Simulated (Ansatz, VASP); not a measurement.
# One calculation of Hf, two programs

```
CELL_PARAMETERS angstrom
0.00000 2.22000 2.24220
2.22000 0.00000 2.24220
2.22000 2.22000 0.00000
ATOMIC_POSITIONS crystal
Hf 0.00000 0.00000 0.00000
```

Change from the starting cell: zz strain of +1 %.

Alike in both runs: task single point; functional PBE; k mesh 13 × 13 × 13; occupations fermi-dirac, width 0.03 eV; no spin polarisation.

|  | VASP | Ansatz |
| --- | --- | --- |
| version | VASP 6.6.1 | Ansatz 0.2.0 |
| potentials or method | VASP PAW PBE potentials, release 64 (Hf_pv), cutoff 520 eV | all-electron LAPW, scalar-relativistic |

```tsv
	VASP	Ansatz	Ansatz less VASP
pressure (GPa)	1.7	2.1	+0.45
traceless stress, the component that is largest in VASP (GPa)	-0.27	-0.28	-0.009
```

Ansatz ran all-electron here, and VASP with PAW potentials.

Spin-orbit coupling is off throughout.
